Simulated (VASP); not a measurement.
H:

```xyz
2
Lattice="-1.6915 1.6915 2.0585 1.6915 -1.6915 2.0585 1.6915 1.6915 -2.0585" Properties=species:S:1:pos:R:3 pbc="T T T"
H     0.0000    0.0000    0.3711
H     0.0000    0.0000    3.7459
```

Base run:

* Program: VASP 6.6.1
* Functional: PBE-based screened hybrid with 20 % exact exchange
* Potentials or basis: VASP PAW PBE potentials, release 64 (H)
* Cutoff: 520 eV
* k mesh: 6 × 6 × 6
* Occupations: fermi-dirac, width 0.05 eV
* Spin: no spin polarisation

Its results: band gap on the k mesh 10.19 eV (least direct gap 11.05 eV); pressure 0.4 GPa; largest force 0.117 eV/Å.

Question: The run is repeated on the same cell with these changes: functional from PBE-based screened hybrid with 20 % exact exchange to PBE-based screened hybrid with 5 % exact exchange; share of exact exchange from 0.2 to 0.05. What comes out?

Answer: Band gap on the k mesh 9.25 eV (least direct gap 10.07 eV); pressure 0.6 GPa; largest force 0.226 eV/Å.

Caveats: this functional lacks dispersion, which holds the molecules together, so the pressure and a relaxed volume are unreliable; the PAW data sets were made with another functional, which shifts forces and pressure a little.

A k mesh can miss the band edges.
